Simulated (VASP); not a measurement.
# Na (P6_3/mmc) in VASP: further runs

The runs below take Na through vibrations by perturbation theory, with PBEsol.

All numbers are computed with VASP 6.6.1; they aren't measurements. Logs are shortened: lines on timing, memory, paths and dates and some standing lists are left out, and cuts for length are marked.

## Step 1: The cell of the first run

It takes space group P6_3/mmc (No. 194, hexagonal). Conventional cell: a = 3.724 Å, b = 3.724 Å, c = 6.051 Å, α = 90.00°, β = 90.00°, γ = 120.00°. Na (site symmetry -6m2) has 12 Na at 3.71 to 3.72 Å within 4.9 Å.

This isn't the form of Na at room conditions, which is bcc.

## Step 2: Vibrations by perturbation theory, PBEsol

Input file INCAR:

```
  PREC = Accurate
  ENCUT = 520
  EDIFF = 1E-8
  ISMEAR = -1
  SIGMA = 0.1
  LREAL = F
  LASPH = T
  NELM = 80
  ALGO = Normal
  ISIF = 2
  LWAVE = F
  LCHARG = T
  GGA = PS
  NBANDS = 14
  IBRION = 8
  NSW = 1
```

Input file KPOINTS:

```
regular mesh
0
Gamma
  12 12 8
```

Input file POSCAR:

```
Na
1.0
    3.7244902731      0.0000000000      0.0000000000
   -1.8622451366      3.2255031927      0.0000000000
    0.0000000000      0.0000000000      6.0514694381
Na
2
Direct
    0.3333333333      0.6666666667      0.2500000000
    0.6666666667      0.3333333333      0.7500000000
```

Potentials or basis: VASP PAW PBE potentials, release 64 (Na_pv).

Run with:

```sh
$ cat potpaw_PBE.64/Na_pv/POTCAR > POTCAR
$ mpirun -np 1 vasp_std > vasp.out
```

OUTCAR:

```text
PREC = Accurate
   ENCUT = 520
   EDIFF = 1E-8
   ISMEAR = -1
   LREAL = F
   LASPH = T
   NELM = 80
   ISIF = 2
   GGA = PS
   IBRION = 8
   NSW = 1

 ion  position               nearest neighbor table
   1  0.333  0.667  0.250-
   2  0.667  0.333  0.750-

  LATTYP: Found a hexagonal cell.
 ALAT       =     3.7244902731
 C/A-ratio  =     1.6247778875

  Lattice vectors:

 A1 = (   3.7244902731,   0.0000000000,   0.0000000000)
 A2 = (  -1.8622451366,   3.2255031927,   0.0000000000)
 A3 = (   0.0000000000,   0.0000000000,   6.0514694381)

Analysis of symmetry for initial positions (statically):
=====================================================================
 Subroutine PRICEL returns:
 Original cell was already a primitive cell.

 Routine SETGRP: Setting up the symmetry group for a
 hexagonal supercell.

 Subroutine GETGRP returns: Found 24 space group operations
 (whereof 12 operations were pure point group operations)
 out of a pool of 24 trial point group operations.

The static configuration has the point symmetry D_3d.
 The point group associated with its full space group is D_6h.

Analysis of symmetry for dynamics (positions and initial velocities):
=====================================================================
 Subroutine PRICEL returns:
 Original cell was already a primitive cell.

 Routine SETGRP: Setting up the symmetry group for a
 hexagonal supercell.

 Subroutine GETGRP returns: Found 24 space group operations
 (whereof 12 operations were pure point group operations)
 out of a pool of 24 trial point group operations.

The dynamic configuration has the point symmetry D_3d.
 The point group associated with its full space group is D_6h.

 Subroutine INISYM returns: Found 24 space group operations
 (whereof 12 operations are pure point group operations),
 and found     1 'primitive' translations

----------------------------------------------------------------------------------------

                                     Primitive cell

  volume of cell :      72.6985

  direct lattice vectors                    reciprocal lattice vectors
     3.724490273  0.000000000  0.000000000     0.268493116  0.155014573  0.000000000
    -1.862245137  3.225503193  0.000000000     0.000000000  0.310029146  0.000000000
     0.000000000  0.000000000  6.051469438     0.000000000  0.000000000  0.165249120

  length of vectors
     3.724490273  3.724490273  6.051469438     0.310029146  0.310029146  0.165249120

  position of ions in fractional coordinates (direct lattice)
     0.333333333  0.666666667  0.250000000
     0.666666667  0.333333333  0.750000000

  ion indices of the primitive-cell ions
   primitive index   ion index
                 1           1
                 2           2

----------------------------------------------------------------------------------------

 KPOINTS: regular mesh

Automatic generation of k-mesh.
 Grid dimensions read from file:
 generate k-points for:   12   12    8

 Generating k-lattice:

  Cartesian coordinates                     Fractional coordinates (reciprocal lattice)
     0.022374426  0.012917881  0.000000000     0.083333333  0.000000000  0.000000000
     0.000000000  0.025835762  0.000000000     0.000000000  0.083333333  0.000000000
     0.000000000  0.000000000  0.020656140     0.000000000  0.000000000  0.125000000

  Length of vectors
     0.025835762  0.025835762  0.020656140

  Shift w.r.t. Gamma in fractional coordinates (k-lattice)
     0.000000000  0.000000000  0.000000000

 Subroutine IBZKPT returns following result:
 ===========================================

 Found     95 irreducible k-points:

 Following reciprocal coordinates:
            Coordinates               Weight
  0.000000  0.000000  0.000000      1.000000
  0.083333  0.000000  0.000000      6.000000
  0.166667  0.000000  0.000000      6.000000
  0.250000  0.000000  0.000000      6.000000
  0.333333  0.000000  0.000000      6.000000
  0.416667 -0.000000  0.000000      6.000000
[... 16 lines left out ...]
  0.250000  0.000000  0.125000     12.000000
  0.333333  0.000000  0.125000     12.000000
 [... further k-points ...]
   k-points           NKPTS =     95   k-points in BZ     NKDIM =     95   number of bands    NBANDS=     14
   number of dos      NEDOS =    301   number of ions     NIONS =      2
   total plane-waves  NPLWV =  37632
   dimension x,y,z NGX =    28 NGY =   28 NGZ =   48
   dimension x,y,z NGXF=    56 NGYF=   56 NGZF=   96
   ions per type =               2
   NGX,Y,Z   is equivalent  to a cutoff of  12.50, 12.50, 13.19 a.u.
[... 28 lines left out ...]
   IALGO  =     38    algorithm
   IMIX   =      4    mixing-type and parameters
     AMIX     =   0.40;   BMIX     =  1.00
     AMIX_MAG =   1.60;   BMIX_MAG =  1.00
  volume/ion in A,a.u.               =      36.35       245.30
  Fermi-wavevector in a.u.,A,eV,Ry     =   0.945386  1.786520 12.160268  0.893755
  Thomas-Fermi vector in A             =   2.073282
   LORBIT       =      0    0 simple, 1 ext, 2 COOP (PROOUT), +10 PAW based schemes
   GGA     = PS    functional components
   LHFCALC =     F    Hartree Fock is set to
   AEXX    =    0.0000 exact exchange contribution
   IVDW    =     0    specifies the selected vdW correction
   LEPSILON=     F    determine dielectric tensor
   LRPA    =     F    only Hartree local field effects (RPA)
 non-spin polarized calculation
  energy-cutoff  :      520.00
  volume of cell :       72.70
 maximum number of plane-waves:      1976
 NGX is ok and might be reduce to    28
   NGX = 13   NGY = 13   NGZ = 23

--------------------------------------- Ionic step        1  -------------------------------------------

 number of electron      13.9999991 magnetization

 Free energy of the ion-electron system (eV)
  ---------------------------------------------------
  ext. energy  EPLUGINS =         0.00000000
  ---------------------------------------------------
  free energy    TOTEN  =        -2.81709642 eV

  energy without entropy =       -2.78833701  energy(sigma->0) =       -2.80271671

 E-fermi :   0.3561     XC(G=0):  -6.5527

 val. band max:        0.3343826363   @ k =   0.2500   0.2500   0.3750
 cond. band min:       0.4101550084   @ k =   0.4167   0.0833   0.2500
 fundamental gap:      0.0757723722
 Fermi energy:         0.3560865186

 k-point     1 :       0.0000    0.0000    0.0000
  band No.  band energies     occupation
      1     -24.4420      2.00000
      2     -24.4089      2.00000
      3     -24.4089      2.00000
      4     -24.4034      2.00000
      5     -24.4034      2.00000
      6     -24.4034      2.00000
      7      -2.9592      2.00000
      8       0.9310      0.00635
      9       1.3802      0.00007
     10      10.4073      0.00000
     11      10.4073      0.00000
     12      10.7941      0.00000
     13      10.7942      0.00000
     14      10.9469      0.00000
[... 377 lines left out ...]
      1     -24.4334      2.00000
      2     -24.4272      2.00000
      3     -24.4250      2.00000
      4     -24.4151      2.00000
      5     -24.4089      2.00000
      6     -24.4075      2.00000
      7      -1.2582      2.00000
      8       1.7092      0.00000
      9       3.2452      0.00000
     10       4.0508      0.00000
     11       6.2195      0.00000
     12       7.7130      0.00000
     13       7.9497      0.00000
     14       9.5099      0.00000

 [... further k-points ...]

------------------------ aborting loop because EDIFF is reached ----------------------------------------

  FORCE on cell =-STRESS in cart. coord.  units (eV):
  Direction    XX          YY          ZZ          XY          YZ          ZX
  --------------------------------------------------------------------------------------
  -------------------------------------------------------------------------------------
  Total        0.0084344      0.0084344      0.0040583     -0.0000000      0.0000000     -0.0000000
  in kB        0.1858841      0.1858841      0.0894397     -0.0000000      0.0000000     -0.0000000
  external PRESSURE =       0.1537359 kB  Pullay stress =       0.0000000 kB

 VOLUME and BASIS-vectors are now :
 -----------------------------------------------------------------------------
  energy-cutoff  :      520.00
  volume of cell :       72.70
      direct lattice vectors                 reciprocal lattice vectors
     3.724490273  0.000000000  0.000000000     0.268493116  0.155014573  0.000000000
    -1.862245137  3.225503193  0.000000000     0.000000000  0.310029146  0.000000000
     0.000000000  0.000000000  6.051469438     0.000000000  0.000000000  0.165249120

 POSITION                                       TOTAL-FORCE (eV/Angst)
 -----------------------------------------------------------------------------------
     -0.00000      2.15034      1.51287        -0.000000      0.000000      0.000000
      1.86225      1.07517      4.53860         0.000000     -0.000000      0.000000
 -----------------------------------------------------------------------------------
    total drift:                               -0.000000      0.000000     -0.000000

  FREE ENERGIE OF THE ION-ELECTRON SYSTEM (eV)
  ---------------------------------------------------
  free  energy   TOTEN  =        -2.8170964182 eV

  energy  without entropy=       -2.7883370082  energy(sigma->0) =       -2.80271671

[... ionic steps 2 to 3 ...]

--------------------------------------- Ionic step        4  -------------------------------------------

------------------------ aborting loop because EDIFF is reached ----------------------------------------

[... ionic steps 5 to 5 ...]

--------------------------------------- Ionic step        6  -------------------------------------------

 Free energy of the ion-electron system (eV)
  ---------------------------------------------------
  ---------------------------------------------------
  free energy    TOTEN  =        -0.16422399 eV

  energy without entropy =       -0.16422399

------------------------ aborting loop because EDIFF is reached ----------------------------------------

 INTERNAL STRAIN TENSOR  FOR ION    1  DIRECTION 3   (eV/Angst):
 -----------------------------------------------------------------------------
     0.00003 -0.00000  0.00000
     0.00000  0.00003  0.00000
     0.00000  0.00000 -0.00017

 INTERNAL STRAIN TENSOR FOR ION    2 for displacements in x,y,z  (eV/Angst):
          X           Y           Z          XY          YZ          ZX
  --------------------------------------------------------------------------------
  x    -0.00000     0.00000     0.00000     0.39048     0.00000     0.00000
  y     0.39048    -0.39048    -0.00000     0.00000     0.00000     0.00000
  z    -0.00000     0.00000     0.00000     0.00000     0.00000    -0.00000

 SECOND DERIVATIVES (NOT SYMMETRIZED)
 ------------------------------------
               1X          1Y          1Z          2X          2Y          2Z
  1X    -0.137667    0.000000    0.000000    0.137667   -0.000000    0.000000
  1Y     0.000000   -0.137667    0.000000   -0.000000    0.137667    0.000000
  1Z     0.000000    0.000000   -0.761485    0.000000    0.000000    0.761485
  2X     0.137667   -0.000000    0.000000   -0.137667    0.000000    0.000000
  2Y    -0.000000    0.137667    0.000000    0.000000   -0.137667    0.000000
  2Z     0.000000    0.000000    0.761485    0.000000    0.000000   -0.761485

 Eigenvectors and eigenvalues of the dynamical matrix
 ----------------------------------------------------

   1 f  =    4.023712 THz    25.281729 2PiTHz  134.216591 cm-1    16.640729 meV
             X         Y         Z           dx          dy          dz
     -0.000000  2.150335  1.512867     0.000000    0.000000    0.707107
      1.862245  1.075168  4.538602     0.000000   -0.000000   -0.707107
[... 11 lines left out ...]
   4 f  =    0.000000 THz     0.000000 2PiTHz    0.000001 cm-1     0.000000 meV
             X         Y         Z           dx          dy          dz
     -0.000000  2.150335  1.512867    -0.448517   -0.529832    0.134575
      1.862245  1.075168  4.538602    -0.448517   -0.529832    0.134575

   5 f/i=    0.000000 THz     0.000000 2PiTHz    0.000000 cm-1     0.000000 meV
             X         Y         Z           dx          dy          dz
     -0.000000  2.150335  1.512867    -0.545519    0.422591   -0.154355
      1.862245  1.075168  4.538602    -0.545519    0.422591   -0.154355

   6 f/i=    0.000000 THz     0.000000 2PiTHz    0.000001 cm-1     0.000000 meV
             X         Y         Z           dx          dy          dz
     -0.000000  2.150335  1.512867    -0.035230    0.201729    0.676804
      1.862245  1.075168  4.538602    -0.035230    0.201729    0.676804

--------------------------------------------------------------------------------------------------------

 ELASTIC MODULI CONTR FROM IONIC RELAXATION (kBar)
 Direction    XX          YY          ZZ          XY          YZ          ZX
 --------------------------------------------------------------------------------
 XX         -24.4086     24.4086      0.0000      0.0000      0.0000     -0.0000
 YY          24.4086    -24.4086     -0.0000      0.0000     -0.0000      0.0000
 ZZ           0.0000     -0.0000     -0.0000     -0.0000     -0.0000      0.0000
 XY           0.0000      0.0000     -0.0000    -24.4086     -0.0000      0.0000
 YZ           0.0000     -0.0000     -0.0000     -0.0000     -0.0000      0.0000
 ZX          -0.0000      0.0000      0.0000      0.0000      0.0000     -0.0000
 --------------------------------------------------------------------------------
```

It took 12 min on 1 thread of Intel Xeon Platinum 8488C (Sapphire Rapids), shared host; peak memory 0.73 GiB.

What came out:

| Item | Value |
| --- | --- |
| Highest phonon frequency at Γ | 134 cm⁻¹ |

Phonon frequencies in cm⁻¹ (negative: imaginary):
| q point | frequencies |
| --- | --- |
| (0.000, 0.000, 0.000) | 0 0 0 57 57 134 |

Caveat: the PAW data sets were made with another functional, which shifts forces and pressure a little.

## Step 3: Vibrations by perturbation theory, PBEsol (37.08 Å³/atom)

This run uses another cell than the first one, of 37.08 Å³/atom.

Input file INCAR:

```
PREC = Accurate
ENCUT = 520
EDIFF = 1E-8
ISMEAR = -1
SIGMA = 0.1
LREAL = F
LASPH = T
NELM = 100
ALGO = Normal
ISIF = 2
LWAVE = F
LCHARG = F
GGA = PS
IBRION = 8
NSW = 1
```

KPOINTS is that of step 2.

Input file POSCAR:

```
Na
1.0
    3.7491564905      0.0000000000      0.0000000000
   -1.8745782452      3.2468647635      0.0000000000
    0.0000000000      0.0000000000      6.0915465626
Na
2
Direct
    0.3333333333      0.6666666667      0.2500000000
    0.6666666667      0.3333333333      0.7500000000
```

Potentials or basis: VASP PAW PBE potentials, release 64 (Na_pv).

Run with:

```sh
$ cat potpaw_PBE.64/Na_pv/POTCAR > POTCAR
$ mpirun -np 1 vasp_std > vasp.out
```

OUTCAR:

```text
PREC = Accurate
   ENCUT = 520
   EDIFF = 1E-8
   ISMEAR = -1
   LREAL = F
   LASPH = T
   NELM = 100
   ISIF = 2
   GGA = PS
   IBRION = 8
   NSW = 1

 ion  position               nearest neighbor table
   1  0.333  0.667  0.250-
   2  0.667  0.333  0.750-

  LATTYP: Found a hexagonal cell.
 ALAT       =     3.7491564905
 C/A-ratio  =     1.6247778875

  Lattice vectors:

 A1 = (   3.7491564905,   0.0000000000,   0.0000000000)
[... 599 lines left out ...]

 Eigenvectors and eigenvalues of the dynamical matrix
 ----------------------------------------------------

   1 f  =    3.878841 THz    24.371477 2PiTHz  129.384210 cm-1    16.041590 meV
             X         Y         Z           dx          dy          dz
     -0.000000  2.164577  1.522887     0.000000    0.000000    0.707107
      1.874578  1.082288  4.568660     0.000000   -0.000000   -0.707107
[... 11 lines left out ...]
   4 f  =    0.000000 THz     0.000000 2PiTHz    0.000001 cm-1     0.000000 meV
             X         Y         Z           dx          dy          dz
     -0.000000  2.164577  1.522887    -0.702062   -0.083869    0.008658
      1.874578  1.082288  4.568660    -0.702062   -0.083869    0.008658

   5 f/i=    0.000000 THz     0.000000 2PiTHz    0.000001 cm-1     0.000000 meV
             X         Y         Z           dx          dy          dz
     -0.000000  2.164577  1.522887     0.084105   -0.691485    0.121554
      1.874578  1.082288  4.568660     0.084105   -0.691485    0.121554

   6 f/i=    0.000000 THz     0.000000 2PiTHz    0.000002 cm-1     0.000000 meV
             X         Y         Z           dx          dy          dz
     -0.000000  2.164577  1.522887    -0.005951    0.121716    0.696527
      1.874578  1.082288  4.568660    -0.005951    0.121716    0.696527

--------------------------------------------------------------------------------------------------------

 ELASTIC MODULI CONTR FROM IONIC RELAXATION (kBar)
 Direction    XX          YY          ZZ          XY          YZ          ZX
 --------------------------------------------------------------------------------
 XX         -20.3984     20.3984     -0.0000     -0.0000      0.0000     -0.0000
 YY          20.3984    -20.3984      0.0000     -0.0000      0.0000      0.0000
 ZZ          -0.0000      0.0000     -0.0000     -0.0000      0.0000     -0.0000
 XY          -0.0000     -0.0000     -0.0000    -20.3984      0.0000     -0.0000
 YZ           0.0000      0.0000      0.0000      0.0000      0.0000      0.0000
 ZX          -0.0000      0.0000     -0.0000     -0.0000      0.0000     -0.0000
 --------------------------------------------------------------------------------
```

stdout:

```text
POSCAR found type information on POSCAR Na
 POSCAR found :  1 types and       2 ions
 scaLAPACK will be used
 -----------------------------------------------------------------------------
|                                                                             |
|                                                                             |
|     You enforced a specific xc type in the INCAR file but a different       |
|     I HOPE YOU KNOW WHAT YOU ARE DOING!                                     |
|                                                                             |
 -----------------------------------------------------------------------------

 LDA part: xc-table for (Slater+PW92), standard interpolation
 POSCAR, INCAR and KPOINTS ok, starting setup
 FFT: planning ... GRIDC
 FFT: planning ... GRID_SOFT
 FFT: planning ... GRID
 WAVECAR not read
 entering main loop
 Linear response reoptimize wavefunctions to high precision
 Linear response DOF=           2
 Linear response progress:
 first order change of Fermi-energy  -0.51455E-05
 force on displaced ion       1 direction 1 :  -0.142  -0.000   0.000
 Linear response progress:
 first order change of Fermi-energy  -0.87846E-06
 force on displaced ion       1 direction 3 :   0.000  -0.000  -0.708
 Linear response finished
```

Run time: 9.9 min. Hardware: 1 thread of Intel Xeon Platinum 8488C (Sapphire Rapids), shared host; peak memory 0.63 GiB.

What came out:

- Highest phonon frequency at Γ: 129 cm⁻¹

Phonon frequencies in cm⁻¹ (negative: imaginary):
| q point | frequencies |
| --- | --- |
| (0.000, 0.000, 0.000) | 0 0 0 58 58 129 |

Caveat: the PAW data sets were made with another functional, which shifts forces and pressure a little.
